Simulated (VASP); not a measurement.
# Ag (Fd-3m) in VASP: a series of runs

Runs on Ag. Level: PBE. Tasks: single point.

Everything below comes from runs of VASP 6.6.1. Logs are shortened: lines on timing, memory, paths and dates and some standing lists are left out, and cuts for length are marked.

### Step 1. The cell of the first run

The structure is cubic, space group Fd-3m (No. 227). The conventional cell has a = 5.772 Å, b = 5.772 Å, c = 5.772 Å, α = 90.00°, β = 90.00°, γ = 90.00°. Within 3.3 Å of Ag (site symmetry -43m) lie 4 Ag at 2.50 Å.

### Step 2. Single point, PBE (volume scaled by 0.8)

Input file INCAR:

```
PREC = Accurate
ENCUT = 520
EDIFF = 1E-7
ISMEAR = -1
SIGMA = 0.1
LREAL = False
LASPH = True
NELM = 100
ALGO = Normal
ISIF = 2
LWAVE = False
LCHARG = False
GGA = PE
NBANDS = 18
```

Input file KPOINTS:

```
Automatic mesh
0
Gamma
  12 12 12
```

Input file POSCAR:

```
Ag
1.0
    0.0000000000      2.8860802265      2.8860802265
    2.8860802265      0.0000000000      2.8860802265
    2.8860802265      2.8860802265      0.0000000000
Ag
2
Direct
   -0.1250000000     -0.1250000000     -0.1250000000
    0.1250000000      0.1250000000      0.1250000000
```

Potentials or basis: VASP PAW PBE potentials, release 64 (Ag).

The run is started by

```console
cat potpaw_PBE.64/Ag/POTCAR > POTCAR
mpirun -np 1 vasp_std > vasp.out
```

OUTCAR:

```text
PREC = Accurate
   ENCUT = 520
   EDIFF = 1E-7
   ISMEAR = -1
   LREAL = False
   LASPH = True
   NELM = 100
   ISIF = 2
   GGA = PE

 ion  position               nearest neighbor table
   1  0.875  0.875  0.875-   2 2.50   2 2.50   2 2.50   2 2.50
   2  0.125  0.125  0.125-   1 2.50   1 2.50   1 2.50   1 2.50

  LATTYP: Found a face centered cubic cell.
 ALAT       =     5.7721604530

  Lattice vectors:

 A1 = (   0.0000000000,   2.8860802265,   2.8860802265)
 A2 = (   2.8860802265,   0.0000000000,   2.8860802265)
 A3 = (   2.8860802265,   2.8860802265,   0.0000000000)

Analysis of symmetry for initial positions (statically):
=====================================================================
 Subroutine PRICEL returns:
 Original cell was already a primitive cell.

 Routine SETGRP: Setting up the symmetry group for a
 face centered cubic supercell.

 Subroutine GETGRP returns: Found 48 space group operations
 (whereof 12 operations were pure point group operations)
 out of a pool of 48 trial point group operations.

The static configuration has the point symmetry D_3d.
 The point group associated with its full space group is O_h .

Analysis of symmetry for dynamics (positions and initial velocities):
=====================================================================
 Subroutine PRICEL returns:
 Original cell was already a primitive cell.

 Routine SETGRP: Setting up the symmetry group for a
 face centered cubic supercell.

 Subroutine GETGRP returns: Found 48 space group operations
 (whereof 12 operations were pure point group operations)
 out of a pool of 48 trial point group operations.

The dynamic configuration has the point symmetry D_3d.
 The point group associated with its full space group is O_h .

 Subroutine INISYM returns: Found 48 space group operations
 (whereof 12 operations are pure point group operations),
 and found     1 'primitive' translations

----------------------------------------------------------------------------------------

                                     Primitive cell

  volume of cell :      48.0790

  direct lattice vectors                    reciprocal lattice vectors
     0.000000000  2.886080226  2.886080226    -0.173245357  0.173245357  0.173245357
     2.886080226  0.000000000  2.886080226     0.173245357 -0.173245357  0.173245357
     2.886080226  2.886080226  0.000000000     0.173245357  0.173245357 -0.173245357

  length of vectors
     4.081533798  4.081533798  4.081533798     0.300069761  0.300069761  0.300069761

  position of ions in fractional coordinates (direct lattice)
     0.875000000  0.875000000  0.875000000
     0.125000000  0.125000000  0.125000000

  ion indices of the primitive-cell ions
   primitive index   ion index
                 1           1
                 2           2

----------------------------------------------------------------------------------------

 KPOINTS: Automatic mesh

Automatic generation of k-mesh.
 Grid dimensions read from file:
 generate k-points for:   12   12   12

 Generating k-lattice:

  Cartesian coordinates                     Fractional coordinates (reciprocal lattice)
    -0.014437113  0.014437113  0.014437113     0.083333333  0.000000000  0.000000000
     0.014437113 -0.014437113  0.014437113     0.000000000  0.083333333  0.000000000
     0.014437113  0.014437113 -0.014437113     0.000000000  0.000000000  0.083333333

  Length of vectors
     0.025005813  0.025005813  0.025005813

  Shift w.r.t. Gamma in fractional coordinates (k-lattice)
     0.000000000  0.000000000  0.000000000

 Subroutine IBZKPT returns following result:
 ===========================================

 Found     72 irreducible k-points:

 Following reciprocal coordinates:
            Coordinates               Weight
  0.000000  0.000000  0.000000      1.000000
  0.083333  0.000000  0.000000      8.000000
  0.166667  0.000000  0.000000      8.000000
  0.250000  0.000000  0.000000      8.000000
  0.333333  0.000000  0.000000      8.000000
  0.416667  0.000000  0.000000      8.000000
[... 16 lines left out ...]
  0.500000  0.166667  0.000000     24.000000
 -0.416667  0.166667  0.000000     24.000000
 [... further k-points ...]
   k-points           NKPTS =     72   k-points in BZ     NKDIM =     72   number of bands    NBANDS=     18
   number of dos      NEDOS =    301   number of ions     NIONS =      2
   total plane-waves  NPLWV =  27000
   dimension x,y,z NGX =    30 NGY =   30 NGZ =   30
   dimension x,y,z NGXF=    60 NGYF=   60 NGZF=   60
   ions per type =               2
   NGX,Y,Z   is equivalent  to a cutoff of  12.22, 12.22, 12.22 a.u.
   NGXF,Y,Z  is equivalent  to a cutoff of  24.44, 24.44, 24.44 a.u.
 SYSTEM =  unknown system
   PREC   = accura    normal or accurate (medium, high low for compatibility)
   ISTART =      0    job   : 0-new  1-cont  2-samecut
   ICHARG =      2    charge: 1-file 2-atom 10-const
   ISPIN  =      1    spin polarized calculation?
   LNONCOLLINEAR =      F non collinear calculations
   LSORBIT =      F    spin-orbit coupling
   LASPH  =      T    aspherical Exc in radial PAW
   ENCUT  =  520.0 eV  38.22 Ry    6.18 a.u.   7.59  7.59  7.59*2*pi/ulx,y,z
   NELM   =    100;   NELMIN=  2; NELMDL= -5     # of ELM steps
   EDIFF  = 0.1E-06   stopping-criterion for ELM
   LREAL  =      F    real-space projection
   EDIFFG = 0.1E-05   stopping-criterion for IOM
   NSW    =      0    number of steps for IOM
   IBRION =     -1    ionic relax: 0-MD 1-quasi-New 2-CG
   NFREE  =      0    steps in history (QN), initial steepest desc. (CG)
   ISIF   =      2    stress and relaxation
   ISYM   =      2    0-nonsym 1-usesym 2-fastsym
   POTIM  = 0.5000    time-step for ionic-motion
   TEBEG  =    0.0;   TEEND  =   0.0 temperature during run
   PSTRESS=    0.0 pullay stress
   NELECT =      22.0000    total number of electrons
   NUPDOWN=      -1.0000    fix difference up-down
   EMIN   =  10.00;   EMAX   =-10.00  energy-range for DOS
   EFERMI =   0.00;   METHOD = LEGACY
   ISMEAR =    -1;   SIGMA  =   0.10  broadening in eV -4-tet -1-fermi 0-gaus
   EFERMI_NEDOS =   21; number of points for ismear=-14 and -15
   IALGO  =     38    algorithm
   IMIX   =      4    mixing-type and parameters
     AMIX     =   0.40;   BMIX     =  1.00
     AMIX_MAG =   1.60;   BMIX_MAG =  1.00
  volume/ion in A,a.u.               =      24.04       162.23
  Fermi-wavevector in a.u.,A,eV,Ry     =   1.261529  2.383945 21.653074  1.591456
  Thomas-Fermi vector in A             =   2.394984
   LORBIT       =      0    0 simple, 1 ext, 2 COOP (PROOUT), +10 PAW based schemes
   GGA     = PE    functional components
[... 5 lines left out ...]
 non-spin polarized calculation
  energy-cutoff  :      520.00
  volume of cell :       48.08
 maximum number of plane-waves:      1313
   NGX = 15   NGY = 15   NGZ = 15

 number of electron      21.9999996 magnetization

 Free energy of the ion-electron system (eV)
  ---------------------------------------------------
  ext. energy  EPLUGINS =         0.00000000
  ---------------------------------------------------
  free energy    TOTEN  =        -3.51725503 eV

  energy without entropy =       -3.49658895  energy(sigma->0) =       -3.50692199

 E-fermi :   4.5514     XC(G=0):  -9.9671

 val. band max:        4.5499771917   @ k =  -0.4167   0.2500   0.0000
 cond. band min:       4.6026963224   @ k =  -0.3333   0.4167   0.1667
 fundamental gap:      0.0527191308
 Fermi energy:         4.5513699431

 k-point     1 :       0.0000    0.0000    0.0000
  band No.  band energies     occupation
      1      -1.1493      2.00000
      2      -0.7320      2.00000
      3      -0.7320      2.00000
      4      -0.6777      2.00000
      5      -0.6777      2.00000
      6      -0.6777      2.00000
[... 10 lines left out ...]
     17      15.1206      0.00000
     18      15.7055      0.00000

 k-point     2 :       0.0833    0.0000    0.0000
  band No.  band energies     occupation
      1      -1.0557      2.00000
      2      -0.8186      2.00000
      3      -0.8186      2.00000
      4      -0.6741      2.00000
      5      -0.5687      2.00000
      6      -0.5687      2.00000
[... 10 lines left out ...]
     17      15.8107      0.00000
     18      16.1067      0.00000

 k-point     3 :       0.1667    0.0000    0.0000
  band No.  band energies     occupation
      1      -0.8864      2.00000
      2      -0.8864      2.00000
      3      -0.8311      2.00000
      4      -0.6261      2.00000
      5      -0.4477      2.00000
      6      -0.4477      2.00000
[... 10 lines left out ...]
     17      16.4585      0.00000
     18      16.4585      0.00000

 k-point     4 :       0.2500    0.0000    0.0000
  band No.  band energies     occupation
      1      -0.9058      2.00000
      2      -0.9058      2.00000
      3      -0.7357      2.00000
      4      -0.3785      2.00000
      5      -0.3785      2.00000
      6      -0.3650      2.00000
[... 10 lines left out ...]
     17      16.2969      0.00000
     18      16.2969      0.00000

 k-point     5 :       0.3333    0.0000    0.0000
  band No.  band energies     occupation
      1      -0.8789      2.00000
      2      -0.8789      2.00000
      3      -0.7123      2.00000
      4      -0.3858      2.00000
      5      -0.3858      2.00000
      6      -0.1526      2.00000
[... 10 lines left out ...]
     17      15.9565      0.00000
     18      15.9565      0.00000

 k-point     6 :       0.4167    0.0000    0.0000
  band No.  band energies     occupation
      1      -0.8231      2.00000
      2      -0.8231      2.00000
      3      -0.6916      2.00000
      4      -0.4455      2.00000
      5      -0.4455      2.00000
      6      -0.1158      2.00000
[... 307 lines left out ...]
 k-point    21 :       0.3333    0.1667    0.0000
  band No.  band energies     occupation
      1      -1.0965      2.00000
      2      -0.7457      2.00000
      3      -0.7442      2.00000
      4      -0.3841      2.00000
      5      -0.1105      2.00000
      6      -0.0446      2.00000
[... 10 lines left out ...]
     17      18.2169      0.00000
     18      18.2308      0.00000

 k-point    22 :       0.4167    0.1667    0.0000
  band No.  band energies     occupation
      1      -1.0822      2.00000
      2      -0.7679      2.00000
      3      -0.7416      2.00000
      4      -0.3302      2.00000
      5      -0.0893      2.00000
      6      -0.0274      2.00000
[... 10 lines left out ...]
     17      17.7290      0.00000
     18      17.8667      0.00000

 k-point    23 :       0.5000    0.1667    0.0000
  band No.  band energies     occupation
      1      -1.0631      2.00000
      2      -0.8212      2.00000
      3      -0.6921      2.00000
      4      -0.2621      2.00000
      5      -0.1645      2.00000
      6      -0.0480      2.00000
[... 10 lines left out ...]
     17      17.2781      0.00000
     18      18.3820      0.00000

 k-point    24 :      -0.4167    0.1667    0.0000
  band No.  band energies     occupation
      1      -1.0355      2.00000
      2      -0.9004      2.00000
      3      -0.6090      2.00000
      4      -0.3023      2.00000
      5      -0.1695      2.00000
      6      -0.0400      2.00000
[... 10 lines left out ...]
     17      16.9199      0.00000
     18      18.8419      0.00000

 [... further k-points ...]
[... 5 lines left out ...]
  --------------------------------------------------------------------------------------
  -------------------------------------------------------------------------------------
  Total        3.7399358      3.7399358      3.7399358      0.0000000     -0.0000000     -0.0000000
  in kB      124.6291237    124.6291237    124.6291237      0.0000000     -0.0000000     -0.0000000
  external PRESSURE =     124.6291237 kB  Pullay stress =       0.0000000 kB

 VOLUME and BASIS-vectors are now :
 -----------------------------------------------------------------------------
  energy-cutoff  :      520.00
  volume of cell :       48.08
      direct lattice vectors                 reciprocal lattice vectors
     0.000000000  2.886080226  2.886080226    -0.173245357  0.173245357  0.173245357
     2.886080226  0.000000000  2.886080226     0.173245357 -0.173245357  0.173245357
     2.886080226  2.886080226  0.000000000     0.173245357  0.173245357 -0.173245357

 POSITION                                       TOTAL-FORCE (eV/Angst)
 -----------------------------------------------------------------------------------
      5.05064      5.05064      5.05064        -0.000000     -0.000000     -0.000000
      0.72152      0.72152      0.72152         0.000000      0.000000      0.000000
 -----------------------------------------------------------------------------------
    total drift:                               -0.000000      0.000000      0.000000

  FREE ENERGIE OF THE ION-ELECTRON SYSTEM (eV)
  ---------------------------------------------------
  free  energy   TOTEN  =        -3.5172550313 eV

  energy  without entropy=       -3.4965889530  energy(sigma->0) =       -3.50692199
```

It took 20 s on 1 thread of Intel Xeon 6975P-C (Granite Rapids), shared host; peak memory 0.19 GiB.

What came out:

```yaml
Free_energy: -3.5173 eV
Pressure: 12.5 GPa
Band_gap_on_the_k_mesh: zero (band 11 reaches 5.23 eV, above the bottom of band 12 at 3.84 eV)
```

Levels at points of the mesh, in eV from the Fermi level:
```
           k point  band 9  band 10  band 11  band 12  band 13  band 14
(0.00, 0.00, 0.00)   -3.51    -2.64    -2.64    10.06    10.06    10.06
(0.50, 0.00, 0.00)   -2.73    -2.73    -1.12    -0.71     7.08     7.08
(0.50, 0.50, 0.00)   -2.58    -2.58     0.24     0.24     3.67     3.67
```

### Step 3. Single point, PBE (volume scaled by 0.8)

Input file INCAR:

```
SYSTEM = Ag
PREC = Accurate ; ENCUT = 520
EDIFF = 1E-6 ; ISMEAR = -1
SIGMA = 0.1 ; LREAL = .False.
LASPH = .True. ; NELM = 100
ALGO = Normal ; ISIF = 2
LWAVE = .False. ; LCHARG = .False.
GGA = PE ; NBANDS = 18
```

Input file KPOINTS:

```
Automatic mesh
0
Gamma
  12 12 12
  0 0 0
```

POSCAR is that of step 2.

Potentials or basis: VASP PAW PBE potentials, release 64 (Ag).

The run is started by

```console
cat potpaw_PBE.64/Ag/POTCAR > POTCAR
mpirun -np 1 vasp_std > vasp.out
```

Wall time 22 s (1 thread of Intel Xeon 6975P-C (Granite Rapids), shared host); peak memory 0.19 GiB.

The run converged. Its results:

| Property | Result |
| --- | --- |
| Free energy | -3.5173 eV |
| Pressure | 12.5 GPa |
| Band gap on the k mesh | zero (band 11 reaches 5.23 eV, above the bottom of band 12 at 3.84 eV) |

Levels at points of the mesh, in eV from the Fermi level:
```
           k point  band 8  band 9  band 10  band 11  band 12  band 13  band 14  band 15
(0.00, 0.00, 0.00)   -3.51   -3.51    -2.64    -2.64    10.06    10.06    10.06    10.57
(0.50, 0.00, 0.00)   -3.31   -2.73    -2.73    -1.12    -0.71     7.08     7.08     9.70
(0.50, 0.50, 0.00)   -3.87   -2.58    -2.58     0.24     0.24     3.67     3.67     7.95
```

### Step 4. Single point, PBE (volume scaled by 0.9)

Input file INCAR:

```
SYSTEM = Ag
PREC     = Accurate       ! precision mode
ENCUT    = 520            ! plane-wave cutoff, eV
EDIFF    = 1E-6           ! SCF threshold, eV
ISMEAR   = -1             ! smearing method
SIGMA    = 0.1            ! smearing width, eV
LREAL    = .FALSE.        ! projectors in reciprocal space
LASPH    = .TRUE.         ! aspherical terms in the spheres
NELM     = 100            ! most SCF steps
ALGO     = Normal         ! electronic algorithm
ISIF     = 2              ! what is computed and relaxed
LWAVE    = .FALSE.        ! write WAVECAR
LCHARG   = .TRUE.         ! write CHGCAR
GGA      = PE             ! functional
LELF     = .TRUE.         ! ELF
LVHAR    = .TRUE.       
NBANDS   = 18             ! bands
```

Input file KPOINTS:

```
Automatic mesh
0
G
  12 12 12
  0 0 0
```

Input file POSCAR:

```
Ag
1.0
    0.0000000000      3.0016443956      3.0016443956
    3.0016443956      0.0000000000      3.0016443956
    3.0016443956      3.0016443956      0.0000000000
Ag
2
Direct
   -0.1250000000     -0.1250000000     -0.1250000000
    0.1250000000      0.1250000000      0.1250000000
```

The run is started by

```console
cat potpaw_PBE.64/Ag/POTCAR > POTCAR
mpirun -np 1 vasp_std > vasp.out
```

Wall time 18 s (1 thread of Intel Xeon 6975P-C (Granite Rapids), shared host); peak memory 0.2 GiB.

It converged, with:

* Free energy: -3.8146 eV
* Pressure: 4.2 GPa
* Band gap on the k mesh: zero (band 11 reaches 4.01 eV, above the bottom of band 12 at 2.68 eV)

Levels at points of the mesh, in eV from the Fermi level:
| k point | band 8 | band 9 | band 10 | band 11 | band 12 | band 13 | band 14 | band 15 |
| --- | --- | --- | --- | --- | --- | --- | --- | --- |
| (0.00, 0.00, 0.00) | -3.34 | -3.34 | -2.65 | -2.65 | 9.17 | 9.17 | 9.17 | 9.80 |
| (0.50, 0.00, 0.00) | -3.19 | -2.72 | -2.72 | -0.83 | -0.80 | 6.54 | 6.54 | 9.45 |
| (0.50, 0.50, 0.00) | -3.64 | -2.59 | -2.59 | 0.16 | 0.16 | 3.57 | 3.57 | 7.40 |
